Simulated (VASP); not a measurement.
Mg5O:

```
CELL_PARAMETERS angstrom
0.00000 3.66446 3.66446
3.66446 0.00000 3.66446
3.66446 3.66446 0.00000
ATOMIC_POSITIONS crystal
Mg 0.37273 0.87576 0.87576
Mg 0.87576 0.37273 0.87576
Mg 0.87576 0.87576 0.37273
Mg 0.87576 0.87576 0.87576
Mg 0.50000 0.50000 0.50000
O 0.25000 0.25000 0.25000
```

The cell was built from a structure type or drawn by symmetry, and may not be a known phase.

```yaml
Program: VASP 6.6.1
Task: relaxation of cell and atoms
Functional: PBE
Potentials_or_basis: VASP PAW PBE potentials, release 64 (Mg, O)
Cutoff: 600 eV
k_mesh: 4 × 4 × 4
Occupations: gaussian, width 0.1 eV
Spin: collinear spin, ferromagnetic start
Starting_moments: "[0.0, 0.0, 0.0, 0.0, 0.0, 1.0] μB"
```

At the start: pressure 17.8 GPa; volume 16.40 Å³/atom.

**Question.** Where does the relaxation end?

**Answer.** Over 6 steps the energy falls by 239.8 meV/atom and the volume is 21.79 Å³/atom (+32.8 %); space group F-43m (No. 216, to 0.1 Å) before and after; moment 1.45 μB per cell.

Step by step:
```csv
step,energy change (eV),largest force (eV/Å),pressure (GPa),volume (Å³)
1,0.0000,0.2597,17.75,98.41
2,-1.4189,0.0678,1.37,126.64
3,-1.4362,0.0950,-0.36,132.75
4,-1.4379,0.0896,0.01,131.35
5,-1.4376,0.0867,0.20,130.63
6,-1.4385,0.0094,0.18,130.71
```

Final structure:
```
Mg O
1.0
     0.00000    4.02804    4.02804
     4.02804    0.00000    4.02804
     4.02804    4.02804    0.00000
Mg O
5 1
Direct
  0.37509 0.87497 0.87497
  0.87497 0.37509 0.87497
  0.87497 0.87497 0.37509
  0.87497 0.87497 0.87497
  0.50000 0.50000 0.50000
  0.25000 0.25000 0.25000
```

Caveat: the k points lie up to 0.34 Å⁻¹ apart in the final cell; the volume moved by over 15 % at a fixed basis, so the end points are rough.
